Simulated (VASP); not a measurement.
# Hf4N (Pm-3m) in VASP: notebook

Runs on Hf4N. Level: PBE. Tasks: single point, relaxation of cell and atoms.

Program: VASP 6.6.1. These are calculated values, not measurements. Logs are shortened: lines on timing, memory, paths and dates and some standing lists are left out, and cuts for length are marked.

**1. The cell of the first run**

It takes space group Pm-3m (No. 221, cubic). Conventional cell: a = 4.494 Å, b = 4.494 Å, c = 4.494 Å, α = 90.00°, β = 90.00°, γ = 90.00°. Within 4.2 Å of Hf (site symmetry m-3m) lie 12 Hf at 3.18 Å and 8 N at 3.89 Å. Within 3.0 Å of Hf (site symmetry 4/mmm) lie 2 N at 2.25 Å. N (site symmetry m-3m) has 6 Hf at 2.25 Å within 3.0 Å.

**2. Single point, PBE**

File INCAR:

```
PREC = Accurate ; ENCUT = 520
EDIFF = 1E-6 ; ISMEAR = 0
SIGMA = 0.1 ; LREAL = F
LASPH = T ; NELM = 80
ALGO = Normal ; ISIF = 2
LWAVE = F ; LCHARG = F
GGA = PE ; NBANDS = 30
```

File KPOINTS:

```
Automatic mesh
0
Gamma
  4 4 4
```

File POSCAR:

```
Hf4N
1.0
    4.4940410500      0.0000000000      0.0000000000
    0.0000000000      4.4940410500      0.0000000000
    0.0000000000      0.0000000000      4.4940410500
Hf N
4 1
Direct
    0.0000000000      0.0000000000      0.0000000000
    0.5000000000      0.5000000000      0.0000000000
    0.5000000000      0.0000000000      0.5000000000
    0.0000000000      0.5000000000      0.5000000000
    0.5000000000      0.5000000000      0.5000000000
```

Potentials or basis: VASP PAW PBE potentials, release 64 (Hf_pv, N).

Launch:

```
cat potpaw_PBE.64/Hf_pv/POTCAR potpaw_PBE.64/N/POTCAR > POTCAR
mpirun -np 1 vasp_std > vasp.out
```

OUTCAR:

```text
PREC = Accurate
   ENCUT = 520
   EDIFF = 1E-6
   ISMEAR = 0
   LREAL = F
   LASPH = T
   NELM = 80
   ISIF = 2
   GGA = PE

 ion  position               nearest neighbor table
   1  0.000  0.000  0.000-   2 3.18   3 3.18   4 3.18   3 3.18   4 3.18   2 3.18   4 3.18   4 3.18
                             2 3.18   3 3.18   3 3.18   2 3.18
   2  0.500  0.500  0.000-   5 2.25   5 2.25   4 3.18   1 3.18   3 3.18   4 3.18   3 3.18   1 3.18
                             3 3.18   3 3.18   1 3.18   4 3.18   4 3.18   1 3.18
   3  0.500  0.000  0.500-   5 2.25   5 2.25   4 3.18   1 3.18   1 3.18   2 3.18   2 3.18   4 3.18
                             2 3.18   2 3.18   1 3.18   4 3.18   1 3.18   4 3.18
   4  0.000  0.500  0.500-   5 2.25   5 2.25   3 3.18   1 3.18   1 3.18   2 3.18   1 3.18   3 3.18
                             1 3.18   2 3.18   3 3.18   2 3.18   2 3.18   3 3.18
   5  0.500  0.500  0.500-   2 2.25   3 2.25   4 2.25   2 2.25   3 2.25   4 2.25

  LATTYP: Found a simple cubic cell.
 ALAT       =     4.4940410500

  Lattice vectors:

 A1 = (   4.4940410500,   0.0000000000,   0.0000000000)
 A2 = (   0.0000000000,   4.4940410500,   0.0000000000)
 A3 = (   0.0000000000,   0.0000000000,   4.4940410500)

Analysis of symmetry for initial positions (statically):
=====================================================================
 Subroutine PRICEL returns:
 Original cell was already a primitive cell.

 Routine SETGRP: Setting up the symmetry group for a
 simple cubic supercell.

 Subroutine GETGRP returns: Found 48 space group operations
 (whereof 48 operations were pure point group operations)
 out of a pool of 48 trial point group operations.

The static configuration has the point symmetry O_h .

Analysis of symmetry for dynamics (positions and initial velocities):
=====================================================================
 Subroutine PRICEL returns:
 Original cell was already a primitive cell.

 Routine SETGRP: Setting up the symmetry group for a
 simple cubic supercell.

 Subroutine GETGRP returns: Found 48 space group operations
 (whereof 48 operations were pure point group operations)
 out of a pool of 48 trial point group operations.

The dynamic configuration has the point symmetry O_h .

 Subroutine INISYM returns: Found 48 space group operations
 (whereof 48 operations are pure point group operations),
 and found     1 'primitive' translations

----------------------------------------------------------------------------------------

                                     Primitive cell

  volume of cell :      90.7635

  direct lattice vectors                    reciprocal lattice vectors
     4.494041050  0.000000000  0.000000000     0.222516882  0.000000000  0.000000000
     0.000000000  4.494041050  0.000000000     0.000000000  0.222516882  0.000000000
     0.000000000  0.000000000  4.494041050     0.000000000  0.000000000  0.222516882

  length of vectors
     4.494041050  4.494041050  4.494041050     0.222516882  0.222516882  0.222516882

  position of ions in fractional coordinates (direct lattice)
     0.000000000  0.000000000  0.000000000
     0.500000000  0.500000000  0.000000000
     0.500000000  0.000000000  0.500000000
     0.000000000  0.500000000  0.500000000
     0.500000000  0.500000000  0.500000000

  ion indices of the primitive-cell ions
   primitive index   ion index
                 1           1
                 2           2
                 3           3
                 4           4
                 5           5

----------------------------------------------------------------------------------------

 KPOINTS: Automatic mesh

Automatic generation of k-mesh.
 Grid dimensions read from file:
 generate k-points for:    4    4    4

 Generating k-lattice:

  Cartesian coordinates                     Fractional coordinates (reciprocal lattice)
     0.055629220  0.000000000  0.000000000     0.250000000  0.000000000  0.000000000
     0.000000000  0.055629220  0.000000000     0.000000000  0.250000000  0.000000000
     0.000000000  0.000000000  0.055629220     0.000000000  0.000000000  0.250000000

  Length of vectors
     0.055629220  0.055629220  0.055629220

  Shift w.r.t. Gamma in fractional coordinates (k-lattice)
     0.000000000  0.000000000  0.000000000

 Subroutine IBZKPT returns following result:
 ===========================================

 Found     10 irreducible k-points:

 Following reciprocal coordinates:
            Coordinates               Weight
  0.000000  0.000000  0.000000      1.000000
  0.250000  0.000000  0.000000      6.000000
  0.500000  0.000000  0.000000      3.000000
  0.250000  0.250000  0.000000     12.000000
  0.500000  0.250000  0.000000     12.000000
  0.500000  0.500000  0.000000      3.000000
  0.250000  0.250000  0.250000      8.000000
  0.500000  0.250000  0.250000     12.000000
  0.500000  0.500000  0.250000      6.000000
  0.500000  0.500000  0.500000      1.000000
   k-points           NKPTS =     10   k-points in BZ     NKDIM =     10   number of bands    NBANDS=     30
   number of dos      NEDOS =    301   number of ions     NIONS =      5
   total plane-waves  NPLWV =  46656
   dimension x,y,z NGX =    36 NGY =   36 NGZ =   36
   dimension x,y,z NGXF=    72 NGYF=   72 NGZF=   72
   ions per type =               4   1
   NGX,Y,Z   is equivalent  to a cutoff of  13.32, 13.32, 13.32 a.u.
   NGXF,Y,Z  is equivalent  to a cutoff of  26.63, 26.63, 26.63 a.u.
 SYSTEM =  unknown system
   PREC   = accura    normal or accurate (medium, high low for compatibility)
   ISTART =      0    job   : 0-new  1-cont  2-samecut
   ICHARG =      2    charge: 1-file 2-atom 10-const
   ISPIN  =      1    spin polarized calculation?
   LNONCOLLINEAR =      F non collinear calculations
   LSORBIT =      F    spin-orbit coupling
   LASPH  =      T    aspherical Exc in radial PAW
   ENCUT  =  520.0 eV  38.22 Ry    6.18 a.u.   8.36  8.36  8.36*2*pi/ulx,y,z
   NELM   =     80;   NELMIN=  2; NELMDL= -5     # of ELM steps
   EDIFF  = 0.1E-05   stopping-criterion for ELM
   LREAL  =      F    real-space projection
   EDIFFG = 0.1E-04   stopping-criterion for IOM
   NSW    =      0    number of steps for IOM
   IBRION =     -1    ionic relax: 0-MD 1-quasi-New 2-CG
   NFREE  =      0    steps in history (QN), initial steepest desc. (CG)
   ISIF   =      2    stress and relaxation
   ISYM   =      2    0-nonsym 1-usesym 2-fastsym
   POTIM  = 0.5000    time-step for ionic-motion
   TEBEG  =    0.0;   TEEND  =   0.0 temperature during run
   PSTRESS=    0.0 pullay stress
   NELECT =      45.0000    total number of electrons
   NUPDOWN=      -1.0000    fix difference up-down
   EMIN   =  10.00;   EMAX   =-10.00  energy-range for DOS
   EFERMI =   0.00;   METHOD = LEGACY
   ISMEAR =     0;   SIGMA  =   0.10  broadening in eV -4-tet -1-fermi 0-gaus
   EFERMI_NEDOS =   21; number of points for ismear=-14 and -15
   IALGO  =     38    algorithm
   IMIX   =      4    mixing-type and parameters
     AMIX     =   0.40;   BMIX     =  1.00
     AMIX_MAG =   1.60;   BMIX_MAG =  1.00
  volume/ion in A,a.u.               =      18.15       122.50
  Fermi-wavevector in a.u.,A,eV,Ry     =   1.295712  2.448542 22.842424  1.678871
  Thomas-Fermi vector in A             =   2.427215
   LORBIT       =      0    0 simple, 1 ext, 2 COOP (PROOUT), +10 PAW based schemes
   GGA     = PE    functional components
   LHFCALC =     F    Hartree Fock is set to
   AEXX    =    0.0000 exact exchange contribution
   IVDW    =     0    specifies the selected vdW correction
   LEPSILON=     F    determine dielectric tensor
   LRPA    =     F    only Hartree local field effects (RPA)
 non-spin polarized calculation
 Gauss-broadening in eV      SIGMA  =   0.10
  energy-cutoff  :      520.00
  volume of cell :       90.76
 maximum number of plane-waves:      2469
 NGX is ok and might be reduce to    36
   NGX = 17   NGY = 17   NGZ = 17

 number of electron      44.9999991 magnetization

 Free energy of the ion-electron system (eV)
  ---------------------------------------------------
  ext. energy  EPLUGINS =         0.00000000
  ---------------------------------------------------
  free energy    TOTEN  =       -51.62676617 eV

  energy without entropy =      -51.61211503  energy(sigma->0) =      -51.61944060

 E-fermi :   5.1917     XC(G=0): -11.6218

 val. band max:        5.0685987610   @ k =   0.5000   0.2500   0.0000
 cond. band min:       5.2051066921   @ k =   0.5000   0.5000   0.2500
 fundamental gap:      0.1365079311
 Fermi energy:         5.1916923663

 k-point     1 :       0.0000    0.0000    0.0000
  band No.  band energies     occupation
      1     -25.4544      2.00000
      2     -25.4544      2.00000
      3     -25.4544      2.00000
      4     -25.0052      2.00000
      5     -25.0052      2.00000
      6     -25.0052      2.00000
[... 22 lines left out ...]
     29       9.1697      0.00000
     30       9.1697      0.00000

 k-point     2 :       0.2500    0.0000    0.0000
  band No.  band energies     occupation
      1     -25.3913      2.00000
      2     -25.3913      2.00000
      3     -25.3628      2.00000
      4     -25.0526      2.00000
      5     -25.0526      2.00000
      6     -25.0105      2.00000
[... 22 lines left out ...]
     29       8.7829      0.00000
     30       9.3675      0.00000

 k-point     3 :       0.5000    0.0000    0.0000
  band No.  band energies     occupation
      1     -25.2750      2.00000
      2     -25.2750      2.00000
      3     -25.1697      2.00000
      4     -25.1697      2.00000
      5     -25.1564      2.00000
      6     -25.1141      2.00000
[... 220 lines left out ...]
     29       8.8900      0.00000
     30       9.7381      0.00000

 k-point    10 :       0.5000    0.5000    0.5000
  band No.  band energies     occupation
      1     -25.7305      2.00000
      2     -25.4580      2.00000
      3     -25.4580      2.00000
      4     -25.4580      2.00000
      5     -24.8282      2.00000
      6     -24.8282      2.00000
[... 22 lines left out ...]
     29      10.3406      0.00000
     30      10.3406      0.00000

------------------------ aborting loop because EDIFF is reached ----------------------------------------

  FORCE on cell =-STRESS in cart. coord.  units (eV):
  Direction    XX          YY          ZZ          XY          YZ          ZX
  --------------------------------------------------------------------------------------
  -------------------------------------------------------------------------------------
  Total        0.3927827      0.3927827      0.3927827      0.0000000     -0.0000000      0.0000000
  in kB        6.9334888      6.9334888      6.9334888      0.0000000     -0.0000000      0.0000000
  external PRESSURE =       6.9334888 kB  Pullay stress =       0.0000000 kB

 VOLUME and BASIS-vectors are now :
 -----------------------------------------------------------------------------
  energy-cutoff  :      520.00
  volume of cell :       90.76
      direct lattice vectors                 reciprocal lattice vectors
     4.494041050  0.000000000  0.000000000     0.222516882  0.000000000  0.000000000
     0.000000000  4.494041050  0.000000000     0.000000000  0.222516882  0.000000000
     0.000000000  0.000000000  4.494041050     0.000000000  0.000000000  0.222516882

 POSITION                                       TOTAL-FORCE (eV/Angst)
 -----------------------------------------------------------------------------------
      0.00000      0.00000      0.00000         0.000000      0.000000      0.000000
      2.24702      2.24702      0.00000         0.000000      0.000000      0.000000
      2.24702      0.00000      2.24702         0.000000      0.000000      0.000000
      0.00000      2.24702      2.24702         0.000000      0.000000      0.000000
      2.24702      2.24702      2.24702         0.000000      0.000000      0.000000
 -----------------------------------------------------------------------------------
    total drift:                                0.000000      0.000000      0.000000

  FREE ENERGIE OF THE ION-ELECTRON SYSTEM (eV)
  ---------------------------------------------------
  free  energy   TOTEN  =       -51.6267661717 eV

  energy  without entropy=      -51.6121150322  energy(sigma->0) =      -51.61944060
```

Run time: 37 s. Hardware: 1 thread of Intel Xeon Platinum 8259CL at 2.50GHz (Skylake/Cascade Lake), shared host; peak memory 0.2 GiB.

What came out:

```yaml
Free_energy: -51.6268 eV
Pressure: 0.7 GPa
```

Levels at points of the mesh, in eV from the Fermi level:
| k point | band 19 | band 20 | band 21 | band 22 | band 23 | band 24 | band 25 | band 26 |
| --- | --- | --- | --- | --- | --- | --- | --- | --- |
| (0.00, 0.00, 0.00) | -2.96 | -2.11 | -2.11 | -2.11 | 1.40 | 1.40 | 1.40 | 3.96 |
| (0.50, 0.00, 0.00) | -1.61 | -0.89 | -0.55 | -0.42 | -0.42 | 1.22 | 1.22 | 1.26 |
| (0.50, 0.50, 0.00) | -1.55 | -1.51 | -0.34 | -0.34 | -0.25 | 0.15 | 0.90 | 0.90 |
| (0.50, 0.50, 0.50) | -1.52 | -1.52 | 0.61 | 0.61 | 0.61 | 1.24 | 1.24 | 1.24 |

Caveat: spin-orbit coupling is left out, which moves the levels of the heavy elements.

[end of part 1 of 2]
